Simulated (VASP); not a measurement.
# Mg (Fd-3m) in VASP: a series of runs

The runs below take Mg through single point, relaxation of cell and atoms, with PBEsol.

Program: VASP 6.6.1. These are calculated values, not measurements. Logs are shortened: lines on timing, memory, paths and dates and some standing lists are left out, and cuts for length are marked.

## (1) The cell of the first run

It takes space group Fd-3m (No. 227, cubic). The conventional cell has a = 6.833 Å, b = 6.833 Å, c = 6.833 Å, α = 90.00°, β = 90.00°, γ = 90.00°. Mg (site symmetry -43m) has 4 Mg at 2.96 Å within 3.9 Å.

## (2) Single point, PBEsol

File INCAR:

```
SYSTEM = Mg
  ALGO = Normal
  EDIFF = 1E-6
  ENCUT = 600
  GGA = PS
  GGA_COMPAT = .FALSE.
  ISIF = 2
  ISMEAR = 0
  LASPH = .TRUE.
  LCHARG = .FALSE.
  LREAL = .FALSE.
  LWAVE = .FALSE.
  NBANDS = 9
  NELM = 120
  PREC = Accurate
  SIGMA = 0.05
```

File KPOINTS:

```
k-points
0
G
  6 6 6
  0 0 0
```

File POSCAR:

```
Mg
1.0
    0.0000000000      3.4166670554      3.4166670554
    3.4166670554      0.0000000000      3.4166670554
    3.4166670554      3.4166670554      0.0000000000
Mg
2
Direct
    0.0000000000      0.0000000000      0.0000000000
    0.2500000000      0.2500000000      0.2500000000
```

Potentials or basis: VASP PAW PBE potentials, release 64 (Mg).

Launch:

```bash
> cat potpaw_PBE.64/Mg/POTCAR > POTCAR
> mpirun -np 1 vasp_std > vasp.out
```

OUTCAR:

```text
SYSTEM = Mg
   EDIFF = 1E-6
   ENCUT = 600
   GGA = PS
   ISIF = 2
   ISMEAR = 0
   LASPH = .TRUE.
   LREAL = .FALSE.
   NELM = 120
   PREC = Accurate

 ion  position               nearest neighbor table
   1  0.000  0.000  0.000-   2 2.96   2 2.96   2 2.96   2 2.96
   2  0.250  0.250  0.250-   1 2.96   1 2.96   1 2.96   1 2.96

  LATTYP: Found a face centered cubic cell.
 ALAT       =     6.8333341108

  Lattice vectors:

 A1 = (   0.0000000000,   3.4166670554,   3.4166670554)
 A2 = (   3.4166670554,   0.0000000000,   3.4166670554)
 A3 = (   3.4166670554,   3.4166670554,   0.0000000000)

Analysis of symmetry for initial positions (statically):
=====================================================================
 Subroutine PRICEL returns:
 Original cell was already a primitive cell.

 Routine SETGRP: Setting up the symmetry group for a
 face centered cubic supercell.

 Subroutine GETGRP returns: Found 48 space group operations
 (whereof 24 operations were pure point group operations)
 out of a pool of 48 trial point group operations.

The static configuration has the point symmetry T_d .
 The point group associated with its full space group is O_h .

Analysis of symmetry for dynamics (positions and initial velocities):
=====================================================================
 Subroutine PRICEL returns:
 Original cell was already a primitive cell.

 Routine SETGRP: Setting up the symmetry group for a
 face centered cubic supercell.

 Subroutine GETGRP returns: Found 48 space group operations
 (whereof 24 operations were pure point group operations)
 out of a pool of 48 trial point group operations.

The dynamic configuration has the point symmetry T_d .
 The point group associated with its full space group is O_h .

 Subroutine INISYM returns: Found 48 space group operations
 (whereof 24 operations are pure point group operations),
 and found     1 'primitive' translations

----------------------------------------------------------------------------------------

                                     Primitive cell

  volume of cell :      79.7697

  direct lattice vectors                    reciprocal lattice vectors
     0.000000000  3.416667055  3.416667055    -0.146341447  0.146341447  0.146341447
     3.416667055  0.000000000  3.416667055     0.146341447 -0.146341447  0.146341447
     3.416667055  3.416667055  0.000000000     0.146341447  0.146341447 -0.146341447

  length of vectors
     4.831896888  4.831896888  4.831896888     0.253470821  0.253470821  0.253470821

  position of ions in fractional coordinates (direct lattice)
[... 78 lines left out ...]
   POTIM  = 0.5000    time-step for ionic-motion
   TEBEG  =    0.0;   TEEND  =   0.0 temperature during run
   PSTRESS=    0.0 pullay stress
   NELECT =       4.0000    total number of electrons
   NUPDOWN=      -1.0000    fix difference up-down
   EMIN   =  10.00;   EMAX   =-10.00  energy-range for DOS
   EFERMI =   0.00;   METHOD = LEGACY
   ISMEAR =     0;   SIGMA  =   0.05  broadening in eV -4-tet -1-fermi 0-gaus
   EFERMI_NEDOS =   21; number of points for ismear=-14 and -15
   IALGO  =     38    algorithm
   IMIX   =      4    mixing-type and parameters
     AMIX     =   0.40;   BMIX     =  1.00
     AMIX_MAG =   1.60;   BMIX_MAG =  1.00
  volume/ion in A,a.u.               =      39.88       269.16
  Fermi-wavevector in a.u.,A,eV,Ry     =   0.603692  1.140813  4.958564  0.364444
  Thomas-Fermi vector in A             =   1.656768
   LORBIT       =      0    0 simple, 1 ext, 2 COOP (PROOUT), +10 PAW based schemes
   GGA     = PS    functional components
   LHFCALC =     F    Hartree Fock is set to
   AEXX    =    0.0000 exact exchange contribution
   IVDW    =     0    specifies the selected vdW correction
   LEPSILON=     F    determine dielectric tensor
   LRPA    =     F    only Hartree local field effects (RPA)
 non-spin polarized calculation
 Gauss-broadening in eV      SIGMA  =   0.05
  energy-cutoff  :      600.00
  volume of cell :       79.77
 maximum number of plane-waves:      2698
 NGX is ok and might be reduce to    40
   NGX = 19   NGY = 19   NGZ = 19

 number of electron       4.0000000 magnetization

 Free energy of the ion-electron system (eV)
  ---------------------------------------------------
  ext. energy  EPLUGINS =         0.00000000
  ---------------------------------------------------
  free energy    TOTEN  =        -1.73388251 eV

  energy without entropy =       -1.72765970  energy(sigma->0) =       -1.73077111

 E-fermi :   0.1934     XC(G=0):  -6.7771

 val. band max:        0.0836983780   @ k =   0.3333   0.3333   0.0000
 cond. band min:       0.2115436214   @ k =   0.3333   0.1667   0.0000
 fundamental gap:      0.1278452434
 Fermi energy:         0.1933588344

 k-point     1 :       0.0000    0.0000    0.0000
  band No.  band energies     occupation
      1      -4.8673      2.00000
      2       3.3272      0.00000
      3       3.3272      0.00000
      4       3.3272      0.00000
      5       4.3677      0.00000
      6       4.3677      0.00000
      7       4.3677      0.00000
      8       5.9389      0.00000
      9       6.8336      0.00000
[... 169 lines left out ...]
 k-point    16 :      -0.3333    0.5000    0.1667
  band No.  band energies     occupation
      1      -1.7875      2.00000
      2      -1.7875      2.00000
      3       0.2153      0.53494
      4       0.2153      0.53494
      5       4.1594      0.00000
      6       4.1594      0.00000
      7       7.0701      0.00000
      8       7.0701      0.00000
      9       9.9438      0.00000

------------------------ aborting loop because EDIFF is reached ----------------------------------------

  FORCE on cell =-STRESS in cart. coord.  units (eV):
  Direction    XX          YY          ZZ          XY          YZ          ZX
  --------------------------------------------------------------------------------------
  -------------------------------------------------------------------------------------
  Total        0.0055743      0.0055743      0.0055743      0.0000000      0.0000000      0.0000000
  in kB        0.1119608      0.1119608      0.1119608      0.0000000      0.0000000      0.0000000
  external PRESSURE =       0.1119608 kB  Pullay stress =       0.0000000 kB

 VOLUME and BASIS-vectors are now :
 -----------------------------------------------------------------------------
  energy-cutoff  :      600.00
  volume of cell :       79.77
      direct lattice vectors                 reciprocal lattice vectors
     0.000000000  3.416667055  3.416667055    -0.146341447  0.146341447  0.146341447
     3.416667055  0.000000000  3.416667055     0.146341447 -0.146341447  0.146341447
     3.416667055  3.416667055  0.000000000     0.146341447  0.146341447 -0.146341447

 POSITION                                       TOTAL-FORCE (eV/Angst)
 -----------------------------------------------------------------------------------
      0.00000      0.00000      0.00000         0.000000      0.000000      0.000000
      1.70833      1.70833      1.70833        -0.000000     -0.000000     -0.000000
 -----------------------------------------------------------------------------------
    total drift:                               -0.000000     -0.000000     -0.000000

  FREE ENERGIE OF THE ION-ELECTRON SYSTEM (eV)
  ---------------------------------------------------
  free  energy   TOTEN  =        -1.7338825059 eV

  energy  without entropy=       -1.7276597049  energy(sigma->0) =       -1.73077111
```

OSZICAR:

```text
N       E                     dE             d eps       ncg     rms          rms(c)
DAV:   1     0.761773556665E+00    0.76177E+00   -0.14235E+03   288   0.346E+02
DAV:   2    -0.169768737227E+01   -0.24595E+01   -0.24027E+01   379   0.230E+01
DAV:   3    -0.173833232201E+01   -0.40645E-01   -0.40147E-01   402   0.280E+00
DAV:   4    -0.173848890041E+01   -0.15658E-03   -0.15656E-03   363   0.173E-01
DAV:   5    -0.173849018536E+01   -0.12850E-05   -0.12850E-05   403   0.144E-02    0.596E-01
DAV:   6    -0.173584484148E+01    0.26453E-02   -0.27188E-03   335   0.179E-01    0.382E-01
DAV:   7    -0.173382225666E+01    0.20226E-02   -0.92075E-03   323   0.328E-01    0.310E-02
DAV:   8    -0.173388153350E+01   -0.59277E-04   -0.25659E-04   335   0.722E-02    0.493E-03
DAV:   9    -0.173388250590E+01   -0.97240E-06   -0.17508E-06   390   0.606E-03
   1 F= -.17338825E+01 E0= -.17307711E+01  d E =-.622280E-02
```

stdout:

```text
POSCAR found type information on POSCAR Mg
 POSCAR found :  1 types and       2 ions
 scaLAPACK will be used
 -----------------------------------------------------------------------------
|                                                                             |
|                                                                             |
|     You enforced a specific xc type in the INCAR file but a different       |
|     I HOPE YOU KNOW WHAT YOU ARE DOING!                                     |
|                                                                             |
 -----------------------------------------------------------------------------

 LDA part: xc-table for (Slater+PW92), standard interpolation
 POSCAR, INCAR and KPOINTS ok, starting setup
 FFT: planning ... GRIDC
 FFT: planning ... GRID_SOFT
 FFT: planning ... GRID
 WAVECAR not read
 entering main loop
```

Run time: 11 s. Hardware: 1 thread of AMD EPYC 7R43 (Zen 3), shared host; peak memory 0.19 GiB.

Results:

```
Free energy            : -1.7339 eV
Pressure               : 0.0 GPa
Band gap on the k mesh : zero (band 2 reaches 3.33 eV, above the bottom of band 3 at -0.39 eV)
```

Levels at points of the mesh, in eV from the Fermi level:
```csv
k point,band 1,band 2,band 3,band 4,band 5,band 6
"(0.00, 0.00, 0.00)",-5.06,3.13,3.13,3.13,4.17,4.17
"(0.50, 0.00, 0.00)",-3.30,-2.02,2.26,2.26,3.77,4.26
"(0.50, 0.50, 0.00)",-2.13,-2.13,0.89,0.89,2.32,2.32
```

Caveat: the PAW data sets were made with another functional, which shifts forces and pressure a little.

## (3) Relaxation of cell and atoms, PBEsol

This run uses another cell than the first one, of 30.23 Å³/atom, 0.758 times its volume.

File INCAR:

```
PREC     = Accurate       # precision mode
ENCUT    = 600            # plane-wave cutoff, eV
EDIFF    = 1E-7           # SCF threshold, eV
ISMEAR   = 0              # smearing method
SIGMA    = 0.05           # smearing width, eV
LREAL    = False          # projectors in reciprocal space
LASPH    = True           # aspherical terms in the spheres
NELM     = 120            # most SCF steps
ALGO     = Normal         # electronic algorithm
ISIF     = 3              # what is computed and relaxed
LWAVE    = False          # write WAVECAR
LCHARG   = False          # write CHGCAR
GGA      = PS             # functional
IBRION   = 2              # ionic algorithm
NSW      = 50             # ionic steps
EDIFFG   = -0.02          # ionic threshold
GGA_COMPAT= False        
NELMIN   = 4
```

File KPOINTS:

```
regular mesh
0
Gamma
  6 6 6
```

File POSCAR:

```
Mg
1.0
    0.0000000000      3.1150000000      3.1150000000
    3.1150000000      0.0000000000      3.1150000000
    3.1150000000      3.1150000000      0.0000000000
Mg
2
Direct
    0.0000000000      0.0000000000      0.0000000000
    0.2500000000      0.2500000000      0.2500000000
```

Potentials or basis: VASP PAW PBE potentials, release 64 (Mg).

Launch:

```bash
> cat potpaw_PBE.64/Mg/POTCAR > POTCAR
> mpirun -np 1 vasp_std > vasp.out
```

Wall time 25 s (1 thread of AMD EPYC 7R43 (Zen 3), shared host); peak memory 0.17 GiB.

It converged, with:

* Free energy: -1.7337 eV
* Relaxed volume: 40.15 Å³/atom
* Relaxed cell: a = 4.843 Å, b = 4.843 Å, c = 4.843 Å, α = 60.00°, β = 60.00°, γ = 60.00°
* Space group after relaxing (to 0.05 Å): Fd-3m (No. 227)
* Energy gained by relaxing: 121.7 meV/atom
* Ionic steps: 4
* Pressure after relaxing: -0.1 GPa
* Band gap on the k mesh: zero (band 2 reaches 3.29 eV, above the bottom of band 3 at -0.40 eV)

The path:
| step | energy change (eV) | largest force (eV/Å) | pressure (GPa) | volume (Å³) |
| --- | --- | --- | --- | --- |
| 1 | 0.0000 | 0.0000 | 5.18 | 60.45 |
| 2 | -0.1911 | 0.0000 | 1.89 | 69.41 |
| 3 | -0.2413 | 0.0000 | -0.28 | 82.30 |
| 4 | -0.2434 | 0.0000 | -0.05 | 80.30 |

Final structure:
```
Mg
1.0
     0.00000    3.42419    3.42419
     3.42419    0.00000    3.42419
     3.42419    3.42419    0.00000
Mg
2
Direct
  0.00000 0.00000 0.00000
  0.25000 0.25000 0.25000
```

Levels at points of the mesh, in eV from the Fermi level:
```csv
k point,band 1,band 2,band 3,band 4,band 5,band 6
"(0.00, 0.00, 0.00)",-5.04,3.12,3.12,3.12,4.16,4.16
"(0.50, 0.00, 0.00)",-3.29,-2.01,2.25,2.25,3.75,4.25
"(0.50, 0.50, 0.00)",-2.13,-2.13,0.88,0.88,2.31,2.31
```

Caveat: the volume moved by over 15 % at a fixed basis, so the end points are rough; the PAW data sets were made with another functional, which shifts forces and pressure a little.
